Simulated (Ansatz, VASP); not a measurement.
**Two plane-wave programs on Ti**

File INCAR:

```
ALGO = Normal ; EDIFF = 1E-6
ENCUT = 520 ; GGA = PS
ISIF = 2 ; ISMEAR = 0
LASPH = True ; LCHARG = True
LELF = True ; LREAL = False
LVHAR = True ; LWAVE = False
NBANDS = 12 ; NELM = 100
PREC = Accurate ; SIGMA = 0.15
```

The input KPOINTS:

```
k-points
0
Gamma
  26 26 26
```

File POSCAR:

```
Ti
1.0
   -1.5649881614      1.5649881614      1.5649881614
    1.5649881614     -1.5649881614      1.5649881614
    1.5649881614      1.5649881614     -1.5649881614
Ti
1
Direct
    0.0000000000      0.0000000000      0.0000000000
```

Input for Ansatz:

```yaml
crystal:
  lattice:
    - [-1.5649881614, 1.5649881614, 1.5649881614]
    - [1.5649881614, -1.5649881614, 1.5649881614]
    - [1.5649881614, 1.5649881614, -1.5649881614]
  atoms:
    - { symbol: Ti, position: [0.0, 0.0, 0.0] }
basis:
  ecutwfc: 420
kpoints:
  mp_grid: { grid: [26, 26, 26] }
hamiltonian:
  xc: pbesol
scf:
  occupations: { method: gaussian, width: 0.15 }
output:
  forces: true
  stress: true
  eigenvalues: true
```

Change from the starting cell: strain -0.025 along x and y, -0.025 along z, atoms carried along.

Alike in both runs: task single point; functional PBEsol; k mesh 26 × 26 × 26; occupations gaussian, width 0.15 eV; no spin polarisation.

|  | VASP | Ansatz |
| --- | --- | --- |
| version | VASP 6.6.1 | Ansatz 0.2.0 |
| potentials or method | VASP PAW PBE potentials, release 64 (Ti_sv), cutoff 520 eV | scalar-relativistic, plane waves, PAW |
| valence electrons in the cell | 12 | 12 |

Ansatz gave:

- gap on the k mesh at the Fermi level (eV): none
- pressure (GPa): 9.7

Task: Which values does VASP return?

Result: gap on the k mesh at the Fermi level (eV): none; pressure (GPa): 9.3.

VASP's potentials were made for PBE, not for PBEsol. A gap of «none» marks a metal or a gap that the smearing closes. With one functional, cell and mesh, what is left measures potentials, basis and numerics.
